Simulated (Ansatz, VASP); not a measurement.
Two plane-wave programs on ScAg2

```
Sc Ag
1.0
    -1.72375    1.72375    4.34872
     1.72375   -1.72375    4.34872
     1.72375    1.72375   -4.34872
Sc Ag
1 2
Direct
  0.00000 0.00000 0.00000
  0.66664 0.66664 0.00000
  0.33336 0.33336 0.00000
```

Alike in both runs: task single point; functional LDA; k mesh 11 × 11 × 11; no spin polarisation.

|  | VASP | Ansatz |
| --- | --- | --- |
| version | VASP 6.6.1 | Ansatz 0.2.0 |
| potentials or method | VASP PAW LDA potentials, release 64 (Sc_sv, Ag), cutoff 520 eV | plane waves, PAW |
| occupations | methfessel-paxton of order 1, width 0.15 eV | cold, width 0.15 eV |
| valence electrons in the cell | 33 | 49 |

VASP gave:

```
pressure (GPa)                                                : 1.0
traceless stress, the component that is largest in VASP (GPa) : -0.47
```

Q: Estimate Ansatz's values.

A: Pressure (GPa): 0.7; traceless stress, the component that is largest in VASP (GPa): -0.49.

LDA's correlation is that of Perdew and Zunger in VASP and of Perdew and Wang (1992) in Ansatz. VASP's potentials hold 33 valence electrons a cell and Ansatz's 49, so a difference there can come from the potentials and not from the codes.
